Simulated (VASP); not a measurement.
The system is CoO.

```xyz
2
Lattice="0.0000 2.1315 2.1315 2.1315 0.0000 2.1315 2.1315 2.1315 0.0000" Properties=species:S:1:pos:R:3 pbc="T T T"
Co    0.0000    0.0000    0.0000
O     2.1315    2.1315    2.1315
```

| Quantity | Value |
| --- | --- |
| Program | VASP 6.6.1 |
| Task | relaxation of cell and atoms |
| Functional | PBEsol |
| Dispersion | D4 |
| Potentials or basis | VASP PAW PBE potentials, release 64 (Co, O) |
| Cutoff | 600 eV |
| k mesh | 11 × 11 × 11 |
| Occupations | fermi-dirac, width 0.05 eV |
| Spin | collinear spin, ferromagnetic start |
| Starting moments | [2.0, 0.0] μB |

At the start: pressure -13.7 GPa; volume 9.68 Å³/atom.

How do energy, volume and symmetry change on relaxing?

Over 3 steps the energy falls by 33.7 meV/atom and the volume is 8.91 Å³/atom (-8.0 %); space group Fm-3m (No. 225, to 0.05 Å); moment 2.67 μB per cell.

Step by step:
| step | energy change (eV) | largest force (eV/Å) | pressure (GPa) | volume (Å³) |
| --- | --- | --- | --- | --- |
| 1 | 0.0000 | 0.0000 | -13.69 | 19.37 |
| 2 | -0.0531 | 0.0000 | 5.47 | 17.14 |
| 3 | -0.0674 | 0.0000 | -0.02 | 17.82 |

Final structure:
```yaml
crystal:
  lattice:
    - [0.00000, 2.07314, 2.07314]
    - [2.07314, 0.00000, 2.07314]
    - [2.07314, 2.07314, 0.00000]
  atoms:
    - { symbol: Co, position: [0.00000, 0.00000, 0.00000] }
    - { symbol: O, position: [0.50000, 0.50000, 0.50000] }
```

Caveat: the PAW data sets were made with another functional, which shifts forces and pressure a little; a cell with one magnetic atom can't hold antiferromagnetic order, which such compounds often take; pairwise dispersion overbinds metals, which lowers pressure and volume.
